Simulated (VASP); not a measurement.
Wanted: the native input for a VASP 6.6.1 run.

```
Task                   : single point
Functional             : PBE
Potentials or basis    : VASP PAW PBE potentials, release 64 (Zn, B, F)
Cutoff                 : 600 eV
k mesh                 : 5 × 5 × 2
Occupations            : gaussian, width 0.15 eV
Spin                   : no spin polarisation
Dipole correction      : no
Further INCAR settings : ALGO = Normal; EDIFF = 1e-06; NBANDS = 25
```

The structure of Zn2BF lies in POSCAR:

```
Zn2BF
1.0
    2.9180670937     -0.0000000027      0.0000000000
   -1.4590335445      2.5271202344      0.0000000000
    0.0000000000      0.0000000000      8.0287359699
Zn B F
2 1 1
Direct
    0.0000000000      0.0000000000      0.7567774291
    0.0000000000      0.0000000000      0.2432225709
    0.0000000000      0.0000000000      0.5000000000
    0.0000000000      0.0000000000      0.0000000000
```

The cell was generated, and may not be a known phase.

The input as run:

INCAR

```
  PREC = Accurate
  ENCUT = 600
  EDIFF = 1E-6
  ISMEAR = 0
  SIGMA = 0.15
  LREAL = False
  LASPH = True
  NELM = 120
  ALGO = Normal
  ISIF = 2
  LWAVE = False
  LCHARG = False
  GGA = PE
  NBANDS = 25
  GGA_COMPAT = False
```

KPOINTS

```
Automatic mesh
0
Gamma
  5 5 2
```

Potentials or basis: VASP PAW PBE potentials, release 64 (Zn, B, F).

Run with:

```sh
$ cat potpaw_PBE.64/Zn/POTCAR potpaw_PBE.64/B/POTCAR potpaw_PBE.64/F/POTCAR > POTCAR
$ mpirun -np 1 vasp_std > vasp.out
```

It gave:

The pressure is 0.0 GPa. The largest force is 0.050 eV/Å and the band gap on the k mesh is 0.13 eV (least direct gap 0.67 eV).

Caveat: the k points lie up to 0.50 Å⁻¹ apart; semilocal functionals underestimate gaps, and a narrow one can read as zero.

It took 12 s on 1 thread of AMD EPYC 9R45 (Zen 5), on a shared host, peak memory 0.15 GiB.
